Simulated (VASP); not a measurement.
Here is a VASP 6.6.1 calculation.

The input POSCAR:

```
Cu
1.0
    2.7368244034      0.0000000000      0.0000000000
   -1.3684122017      2.3701594590      0.0000000000
    0.0000000000      0.0000000000      4.4415766800
Cu
2
Direct
    0.3333333333      0.6666666667      0.2500000000
    0.6666666667      0.3333333333      0.7500000000
```

INCAR.step1

```
PREC = Accurate ; ENCUT = 520
ISMEAR = 0 ; SIGMA = 0.15
LREAL = F ; LASPH = T
NELM = 100 ; NBANDS = 18
GGA = PE ; ALGO = Normal
EDIFF = 1E-4 ; LWAVE = T
LCHARG = F
```

File INCAR.step2:

```
PREC = Accurate ; ENCUT = 520
EDIFF = 1E-6 ; ISMEAR = 0
SIGMA = 0.15 ; LREAL = F
LASPH = T ; NELM = 100
ALGO = Normal ; ISIF = 2
LWAVE = F ; LCHARG = F
METAGGA = R2SCAN ; LMIXTAU = T
NBANDS = 18 ; ISTART = 1
```

The input KPOINTS:

```
regular mesh
0
Gamma
  24 24 12
```

Potentials or basis: VASP PAW PBE potentials, release 64 (Cu).

Launch:

```console
$ cat potpaw_PBE.64/Cu/POTCAR > POTCAR
$ cp INCAR.step1 INCAR
$ mpirun -np 1 vasp_std > vasp.out
$ cp INCAR.step2 INCAR
$ mpirun -np 1 vasp_std > vasp.out
```

(1) What does it give for the pressure?

(2) Predict the band gap on the k mesh.

Results:

(1) -20.2 GPa.

(2) zero (bands 11 and 12 overlap by 5.55 eV).

Caveat: the cell differs from its parent crystal (strain +0.080 along x and y, +0.080 along z); the cell stands under tension; the PAW data sets were made with another functional, which shifts forces and pressure a little.
